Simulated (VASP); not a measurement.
A run of VASP 6.6.1:

INCAR

```
SYSTEM = H4PbN2
PREC = Accurate
ENCUT = 520
EDIFF = 1E-6
ISMEAR = 0
SIGMA = 0.01
LREAL = .False.
LASPH = .True.
NELM = 150
ALGO = Normal
ISIF = 2
LWAVE = .False.
LCHARG = .False.
MAGMOM = 0 0 0 0 0 0 0 0 0 0 0 0 0 0 0 0 0 0 0 0 0
LORBIT = 11
LSORBIT = .True.
GGA_COMPAT = .False.
LORBMOM = .True.
GGA = PE
NBANDS = 45
```

KPOINTS

```
regular mesh
0
Gamma
  1 1 1
  0 0 0
```

Contents of POSCAR:

```
H4PbN2
1.0
    9.5200000000      0.0000000000      0.0000000000
    0.0000000000     11.4800000000      0.0000000000
    0.0000000000      0.0000000000     14.0700000000
Pb N H
1 2 4
Direct
    0.5080336100      0.3919860600      0.5009140000
    0.4726890800      0.5210383300      0.6101279300
    0.5269716400      0.5210461700      0.3898237400
    0.4835588200      0.6084477400      0.6001265100
    0.4812111300      0.5017230000      0.6805095900
    0.5195630300      0.4994634100      0.3198294200
    0.5030514700      0.6067735200      0.3989196900
```

Potentials or basis: VASP PAW PBE potentials, release 64 (Pb_d, N, H).

The run is started by

```bash
$ cat potpaw_PBE.64/Pb_d/POTCAR potpaw_PBE.64/N/POTCAR potpaw_PBE.64/H/POTCAR > POTCAR
$ mpirun -np 1 vasp_ncl > vasp.out
```

Hardware: 1 thread of Oxide Virtual Turin-like Processor (shared host).

How long does it take, and how much memory?

Run time: 16 min on 1 thread of Oxide Virtual Turin-like Processor (shared host), peak memory 3.6 GiB. Counts: scf iterations 27, k points 1.
